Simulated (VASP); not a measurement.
# Al7Ni8 in VASP: relaxation of the atoms with PBEsol

Aim: the relaxation of the atoms of Al7Ni8 with PBEsol.

All numbers are computed with VASP 6.6.1; they aren't measurements. Logs are shortened: lines on timing, memory, paths and dates and some standing lists are left out, and cuts for length are marked.

### 1 The cell of the first run

The cell holds a slab with vacuum, 15 atoms: a = 4.048 Å, b = 4.048 Å, c = 26.567 Å, α = 90.00°, β = 90.00°, γ = 120.00°.

### 2 Relaxation of the atoms, PBEsol

Input file INCAR:

```
ALGO = Normal ; DIPOL = 0.5 0.5 0.500
EDIFF = 1E-7 ; EDIFFG = -0.02
ENCUT = 520 ; GGA = PS
GGA_COMPAT = False ; IBRION = 2
IDIPOL = 3 ; ISIF = 2
ISMEAR = 0 ; KPAR = 4
LASPH = True ; LCHARG = False
LDIPOL = True ; LREAL = False
LWAVE = False ; NELM = 120
NELMDL = -8 ; NELMIN = 4
NSW = 80 ; PREC = Accurate
SIGMA = 0.1
```

Input file KPOINTS:

```
k-points
0
Gamma
  9 9 1
```

Input file POSCAR:

```
Al7Ni8
1.0
    4.0477133473      0.0000000000      0.0000000000
   -2.0238566737      3.5054225860      0.0000000000
    0.0000000000      0.0000000000     26.5673043804
Ni Al
8 7
Direct
    0.3333333333      0.6666666667      0.2823018810
    0.0000000000      0.0000000000      0.3445013436
    0.6666666667      0.3333333333      0.4067008061
    0.3333333333      0.6666666667      0.4689002687
    0.0000000000      0.0000000000      0.5310997313
    0.6666666667      0.3333333333      0.5932991939
    0.3333333333      0.6666666667      0.6554986564
    0.0000000000      0.0000000000      0.7176981190
    0.6666666667      0.3333333333      0.3134016123
    0.3333333333      0.6666666667      0.3756010749
    0.0000000000      0.0000000000      0.4378005374
    0.6666666667      0.3333333333      0.5000000000
    0.3333333333      0.6666666667      0.5621994626
    0.0000000000      0.0000000000      0.6243989251
    0.6666666667      0.3333333333      0.6865983877
```

Potentials or basis: VASP PAW PBE potentials, release 64 (Ni, Al).

Run with:

```console
cat potpaw_PBE.64/Ni/POTCAR potpaw_PBE.64/Al/POTCAR > POTCAR
mpirun -np 4 vasp_std > vasp.out
```

OUTCAR:

```text
EDIFF = 1E-7
   EDIFFG = -0.02
   ENCUT = 520
   GGA = PS
   IBRION = 2
   ISIF = 2
   ISMEAR = 0
   LASPH = True
   LREAL = False
   NELM = 120
   NELMDL = -8
   NELMIN = 4
   NSW = 80
   PREC = Accurate

 ion  position               nearest neighbor table
   1  0.333  0.667  0.282-   9 2.48   9 2.48   9 2.48  10 2.48   2 2.86   2 2.86   2 2.86
   2  0.000  0.000  0.345-  11 2.48  10 2.48   9 2.48  10 2.48   9 2.48  10 2.48   9 2.48   3 2.86
                             3 2.86   3 2.86   1 2.86   1 2.86   1 2.86
   3  0.667  0.333  0.407-   9 2.48  10 2.48  10 2.48  10 2.48  11 2.48  11 2.48  11 2.48  12 2.48
                             2 2.86   2 2.86   2 2.86   4 2.86   4 2.86   4 2.86
   4  0.333  0.667  0.469-  10 2.48  12 2.48  12 2.48  11 2.48  11 2.48  11 2.48  12 2.48  13 2.48
                             3 2.86   3 2.86   5 2.86   5 2.86   5 2.86   3 2.86
   5  0.000  0.000  0.531-  14 2.48  13 2.48  12 2.48  13 2.48  12 2.48  13 2.48  12 2.48  11 2.48
                             6 2.86   4 2.86   6 2.86   4 2.86   6 2.86   4 2.86
   6  0.667  0.333  0.593-  15 2.48  14 2.48  14 2.48  14 2.48  13 2.48  13 2.48  13 2.48  12 2.48
                             7 2.86   7 2.86   7 2.86   5 2.86   5 2.86   5 2.86
   7  0.333  0.667  0.655-  13 2.48  15 2.48  15 2.48  14 2.48  14 2.48  14 2.48  15 2.48   6 2.86
                             6 2.86   6 2.86   8 2.86   8 2.86   8 2.86
   8  0.000  0.000  0.718-  15 2.48  15 2.48  15 2.48  14 2.48   7 2.86   7 2.86   7 2.86
   9  0.667  0.333  0.313-   3 2.48   1 2.48   1 2.48   2 2.48   2 2.48   2 2.48   1 2.48  10 2.86
                            10 2.86  10 2.86
  10  0.333  0.667  0.376-   4 2.48   3 2.48   3 2.48   3 2.48   2 2.48   2 2.48   2 2.48   1 2.48
                            11 2.86  11 2.86  11 2.86   9 2.86   9 2.86   9 2.86
  11  0.000  0.000  0.438-   2 2.48   4 2.48   3 2.48   4 2.48   3 2.48   4 2.48   3 2.48   5 2.48
                            10 2.86  10 2.86  10 2.86  12 2.86  12 2.86  12 2.86
  12  0.667  0.333  0.500-   4 2.48   4 2.48   5 2.48   5 2.48   5 2.48   4 2.48   3 2.48   6 2.48
                            13 2.86  13 2.86  11 2.86  11 2.86  11 2.86  13 2.86
  13  0.333  0.667  0.562-   7 2.48   6 2.48   6 2.48   5 2.48   5 2.48   5 2.48   6 2.48   4 2.48
                            14 2.86  14 2.86  14 2.86  12 2.86  12 2.86  12 2.86
  14  0.000  0.000  0.624-   5 2.48   6 2.48   6 2.48   6 2.48   7 2.48   7 2.48   7 2.48   8 2.48
                            13 2.86  13 2.86  13 2.86  15 2.86  15 2.86  15 2.86
  15  0.667  0.333  0.687-   6 2.48   7 2.48   7 2.48   8 2.48   8 2.48   8 2.48   7 2.48  14 2.86
                            14 2.86  14 2.86

  LATTYP: Found a hexagonal cell.
 ALAT       =     4.0477133473
 C/A-ratio  =     6.5635340502

  Lattice vectors:

 A1 = (   4.0477133473,   0.0000000000,   0.0000000000)
 A2 = (  -2.0238566737,   3.5054225860,   0.0000000000)
 A3 = (   0.0000000000,   0.0000000000,  26.5673043804)

Analysis of symmetry for initial positions (statically):
=====================================================================
 Subroutine PRICEL returns:
 Original cell was already a primitive cell.

 Routine SETGRP: Setting up the symmetry group for a
 hexagonal supercell.

 Subroutine GETGRP returns: Found 12 space group operations
 (whereof  6 operations were pure point group operations)
 out of a pool of 24 trial point group operations.

The static configuration has the point symmetry C_3v.
 The point group associated with its full space group is D_3d.

Analysis of symmetry for dynamics (positions and initial velocities):
=====================================================================
 Subroutine PRICEL returns:
 Original cell was already a primitive cell.

 Routine SETGRP: Setting up the symmetry group for a
 hexagonal supercell.

 Subroutine GETGRP returns: Found 12 space group operations
 (whereof  6 operations were pure point group operations)
 out of a pool of 24 trial point group operations.

The dynamic configuration has the point symmetry C_3v.
 The point group associated with its full space group is D_3d.

 Subroutine INISYM returns: Found 12 space group operations
 (whereof  6 operations are pure point group operations),
 and found     1 'primitive' translations

----------------------------------------------------------------------------------------

                                     Primitive cell

  volume of cell :     376.9620

  direct lattice vectors                    reciprocal lattice vectors
[... 82 lines left out ...]
   k-points           NKPTS =     12   k-points in BZ     NKDIM =     12   number of bands    NBANDS=     60
   number of dos      NEDOS =    301   number of ions     NIONS =     15
   total plane-waves  NPLWV = 180000
   dimension x,y,z NGX =    30 NGY =   30 NGZ =  200
   dimension x,y,z NGXF=    60 NGYF=   60 NGZF=  400
   ions per type =               8   7
   NGX,Y,Z   is equivalent  to a cutoff of  12.32, 12.32, 12.52 a.u.
   NGXF,Y,Z  is equivalent  to a cutoff of  24.64, 24.64, 25.03 a.u.
 SYSTEM =  unknown system
   PREC   = accura    normal or accurate (medium, high low for compatibility)
   ISTART =      0    job   : 0-new  1-cont  2-samecut
   ICHARG =      2    charge: 1-file 2-atom 10-const
   ISPIN  =      1    spin polarized calculation?
   LNONCOLLINEAR =      F non collinear calculations
   LSORBIT =      F    spin-orbit coupling
   LASPH  =      T    aspherical Exc in radial PAW
   ENCUT  =  520.0 eV  38.22 Ry    6.18 a.u.   7.53  7.53 49.40*2*pi/ulx,y,z
   NELM   =    120;   NELMIN=  4; NELMDL= -8     # of ELM steps
   EDIFF  = 0.1E-06   stopping-criterion for ELM
   LREAL  =      F    real-space projection
   EDIFFG = -.2E-01   stopping-criterion for IOM
   NSW    =     80    number of steps for IOM
   IBRION =      2    ionic relax: 0-MD 1-quasi-New 2-CG
   NFREE  =      1    steps in history (QN), initial steepest desc. (CG)
   ISIF   =      2    stress and relaxation
   ISYM   =      2    0-nonsym 1-usesym 2-fastsym
   POTIM  = 0.5000    time-step for ionic-motion
   TEBEG  =    0.0;   TEEND  =   0.0 temperature during run
   PSTRESS=    0.0 pullay stress
   NELECT =     101.0000    total number of electrons
   NUPDOWN=      -1.0000    fix difference up-down
   EMIN   =  10.00;   EMAX   =-10.00  energy-range for DOS
   EFERMI =   0.00;   METHOD = LEGACY
   ISMEAR =     0;   SIGMA  =   0.10  broadening in eV -4-tet -1-fermi 0-gaus
   EFERMI_NEDOS =   21; number of points for ismear=-14 and -15
   IALGO  =     38    algorithm
   IMIX   =      4    mixing-type and parameters
     AMIX     =   0.40;   BMIX     =  1.00
     AMIX_MAG =   1.60;   BMIX_MAG =  1.00
  volume/ion in A,a.u.               =      25.13       169.59
  Fermi-wavevector in a.u.,A,eV,Ry     =   1.055398  1.994412 15.155040  1.113864
  Thomas-Fermi vector in A             =   2.190594
   LORBIT       =      0    0 simple, 1 ext, 2 COOP (PROOUT), +10 PAW based schemes
   GGA     = PS    functional components
   LHFCALC =     F    Hartree Fock is set to
   AEXX    =    0.0000 exact exchange contribution
   IVDW    =     0    specifies the selected vdW correction
   LEPSILON=     F    determine dielectric tensor
   LRPA    =     F    only Hartree local field effects (RPA)
 conjugate gradient relaxation of ions
 non-spin polarized calculation
 Gauss-broadening in eV      SIGMA  =   0.10
  energy-cutoff  :      520.00
  volume of cell :      376.96
 maximum number of plane-waves:     10201
 NGX is ok and might be reduce to    30
   NGX = 15   NGY = 15   NGZ = 99

--------------------------------------- Ionic step        1  -------------------------------------------

 number of electron     100.9999916 magnetization

 Free energy of the ion-electron system (eV)
  ---------------------------------------------------
  ext. energy  EPLUGINS =         0.00000000
  ---------------------------------------------------
  free energy    TOTEN  =       -82.94321022 eV

  energy without entropy =      -82.89873765  energy(sigma->0) =      -82.92097393

------------------------ aborting loop because EDIFF is reached ----------------------------------------

  FORCE on cell =-STRESS in cart. coord.  units (eV):
  Direction    XX          YY          ZZ          XY          YZ          ZX
  --------------------------------------------------------------------------------------
  -------------------------------------------------------------------------------------
  Total       -5.5943744     -5.5943744     -5.0904341      0.0000000      0.0000000      0.0000000
  in kB      -23.7774070    -23.7774070    -21.6355420      0.0000000      0.0000000      0.0000000
  external PRESSURE =     -23.0634520 kB  Pullay stress =       0.0000000 kB
[... 128 lines left out ...]
  FREE ENERGIE OF THE ION-ELECTRON SYSTEM (eV)
  ---------------------------------------------------
  free  energy   TOTEN  =       -83.3392737982 eV

  energy  without entropy=      -83.2969549723  energy(sigma->0) =      -83.31811439

 dipolmoment           0.000000      0.000000     -0.000000 electrons x Angstroem

[... ionic steps 4 to 9 ...]

--------------------------------------- Ionic step       10  -------------------------------------------

 number of electron     100.9999920 magnetization

------------------------ aborting loop because EDIFF is reached ----------------------------------------
[... 93 lines left out ...]
--------------------------------------- Ionic step       12  -------------------------------------------

 number of electron     100.9999912 magnetization

 dipolmoment           0.000000      0.000000      0.000000 electrons x Angstroem

 Free energy of the ion-electron system (eV)
  ---------------------------------------------------
  ext. energy  EPLUGINS =         0.00000000
  ---------------------------------------------------
  free energy    TOTEN  =       -83.41976758 eV

  energy without entropy =      -83.37734959  energy(sigma->0) =      -83.39855859

 E-fermi :   2.2800     XC(G=0):  -6.4656

 val. band max:        2.2515544581   @ k =   0.2222   0.1111   0.0000
 cond. band min:       2.2928757874   @ k =   0.4444   0.1111   0.0000
 fundamental gap:      0.0413213292
 Fermi energy:         2.2799699471

 k-point     1 :       0.0000    0.0000    0.0000
  band No.  band energies     occupation
      1      -8.7299      2.00000
      2      -7.9842      2.00000
      3      -6.8257      2.00000
      4      -5.4773      2.00000
      5      -3.9628      2.00000
      6      -2.5550      2.00000
[... 745 lines left out ...]
     59       5.9183      0.00000
     60       6.0219      0.00000

------------------------ aborting loop because EDIFF is reached ----------------------------------------

 vacuum level on the upper side and lower side of the slab       (xc-potential included)        -0.014        -0.014

  FORCE on cell =-STRESS in cart. coord.  units (eV):
  Direction    XX          YY          ZZ          XY          YZ          ZX
  --------------------------------------------------------------------------------------
  -------------------------------------------------------------------------------------
  Total       -3.2999458     -3.2999458     -0.1902451      0.0000000     -0.0000000      0.0000000
  in kB      -14.0255457    -14.0255457     -0.8085865      0.0000000     -0.0000000      0.0000000
  external PRESSURE =      -9.6198926 kB  Pullay stress =       0.0000000 kB
[... 30 lines left out ...]
  FREE ENERGIE OF THE ION-ELECTRON SYSTEM (eV)
  ---------------------------------------------------
  free  energy   TOTEN  =       -83.4197675843 eV

  energy  without entropy=      -83.3773495942  energy(sigma->0) =      -83.39855859

 reached required accuracy - stopping structural energy minimisation

 vacuum level on the upper side and lower side of the slab         6.746         6.746
```

Run time: 34 min. Hardware: 4 MPI ranks of Intel Xeon Platinum 8124M at 3.00GHz (Skylake/Cascade Lake), shared host; peak memory 0.61 GiB.

What came out:

| Property | Result |
| --- | --- |
| Free energy | -83.4198 eV |
| Energy gained by relaxing | 31.8 meV/atom |
| Ionic steps | 12 |
| Largest force after relaxing | 0.014 eV/Å |
| Band gap on the k mesh | zero (an odd number of electrons rules out a gap without spin polarisation) |

Forces in eV/Å, atoms in the order of the input:
```
Ni   0.000  0.000  0.004
Ni   0.000  0.000  0.001
Ni   0.000  0.000  0.002
Ni   0.000  0.000 -0.011
Ni   0.000  0.000  0.011
Ni   0.000  0.000 -0.002
Ni   0.000  0.000 -0.001
Ni   0.000  0.000 -0.004
Al   0.000  0.000  0.002
Al   0.000  0.000  0.009
Al   0.000  0.000  0.014
Al   0.000  0.000  0.000
Al   0.000  0.000 -0.014
Al   0.000  0.000 -0.009
Al   0.000  0.000 -0.002
```

The path:
```tsv
step	energy change (eV)	largest force (eV/Å)	pressure (GPa)
1	0.0000	1.5059	-2.31
2	-0.2399	1.0614	-2.06
3	-0.3961	0.7484	-1.42
4	-0.4543	0.3392	-1.38
5	-0.4677	0.1447	-1.31
6	-0.4712	0.0838	-1.27
7	-0.4732	0.0608	-1.18
8	-0.4745	0.0438	-1.15
9	-0.4749	0.0499	-1.13
10	-0.4758	0.0395	-1.05
11	-0.4761	0.0428	-1.00
12	-0.4766	0.0145	-0.96
```

Final structure:
```cif
data_structure
_symmetry_space_group_name_H-M 'P 1'
_symmetry_Int_Tables_number 1
_cell_length_a 4.0477
_cell_length_b 4.0477
_cell_length_c 26.5673
_cell_angle_alpha 90.000
_cell_angle_beta 90.000
_cell_angle_gamma 120.000
_cell_volume 376.96
loop_
_atom_site_label
_atom_site_type_symbol
_atom_site_fract_x
_atom_site_fract_y
_atom_site_fract_z
_atom_site_occupancy
Ni1 Ni 0.33333 0.66667 0.29215 1
Ni2 Ni 0.00000 0.00000 0.34204 1
Ni3 Ni 0.66667 0.33333 0.40629 1
Ni4 Ni 0.33333 0.66667 0.46950 1
Ni5 Ni 0.00000 0.00000 0.53050 1
Ni6 Ni 0.66667 0.33333 0.59371 1
Ni7 Ni 0.33333 0.66667 0.65796 1
Ni8 Ni 0.00000 0.00000 0.70785 1
Al1 Al 0.66667 0.33333 0.31078 1
Al2 Al 0.33333 0.66667 0.37742 1
Al3 Al 0.00000 0.00000 0.43702 1
Al4 Al 0.66667 0.33333 0.50000 1
Al5 Al 0.33333 0.66667 0.56298 1
Al6 Al 0.00000 0.00000 0.62258 1
Al7 Al 0.66667 0.33333 0.68922 1
```

Caveat: the PAW data sets were made with another functional, which shifts forces and pressure a little.

The gap in the log of VASP goes by the Fermi energy; the results here count the filled bands.